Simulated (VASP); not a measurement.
C: single point with LDA

Crystal: C.

```
CELL_PARAMETERS angstrom
0.00000 1.96442 1.76577
1.56712 0.00000 1.76577
1.56712 1.96442 0.00000
ATOMIC_POSITIONS crystal
C 0.50000 0.50000 0.50000
C 0.75000 0.75000 0.75000
```

This cell differs from its parent crystal: strain +e along x and -e along y -0.1125, strain +e along z and -e/2 along x and y +0.0000.

| Quantity | Value |
| --- | --- |
| Program | VASP 6.6.1 |
| Task | single point |
| Functional | LDA |
| Potentials or basis | VASP PAW LDA potentials, release 64 (C_h) |
| Cutoff | 1300 eV |
| k mesh | 12 × 12 × 12 |
| Occupations | gaussian, width 0.05 eV |
| Spin | no spin polarisation |
| Dipole correction | no |
| Further INCAR settings | ALGO = Normal; EDIFF = 1e-06; NBANDS = 11 |

* Pressure: 7.7 GPa
* Band gap on the k mesh: zero (filled and empty bands touch)

Stress tensor (GPa, compression positive):
```
 103.95    0.00    0.00
   0.00 -109.33    0.00
   0.00    0.00   28.61
```

Levels at points of the mesh, in eV from the Fermi level:
| k point | band 1 | band 2 | band 3 | band 4 | band 5 | band 6 | band 7 | band 8 |
| --- | --- | --- | --- | --- | --- | --- | --- | --- |
| (0.00, 0.00, 0.00) | -23.47 | -3.51 | -1.20 | 0.02 | 3.06 | 4.53 | 5.83 | 12.07 |
| (0.50, 0.00, 0.00) | -17.21 | -15.30 | -6.16 | -2.70 | 3.71 | 6.95 | 10.91 | 14.55 |
| (0.50, 0.50, 0.00) | -14.48 | -14.48 | -7.69 | -7.69 | 3.72 | 3.72 | 13.44 | 13.44 |
| (0.50, 0.00, 0.50) | -16.14 | -16.14 | -6.14 | -6.14 | 6.15 | 6.15 | 14.28 | 14.28 |
| (0.00, 0.50, 0.50) | -12.44 | -12.44 | -9.62 | -9.62 | 0.69 | 0.69 | 15.37 | 15.37 |

It took 30 s on 1 thread of Intel(R) Xeon(R) 6975P-C (Granite Rapids), on a shared host, peak memory 0.21 GiB.

Caveat: the cell differs from its parent crystal (strain +e along x and -e along y -0.1125, strain +e along z and -e/2 along x and y +0.0000); the stress differs along the axes, from -109 to 104 GPa.
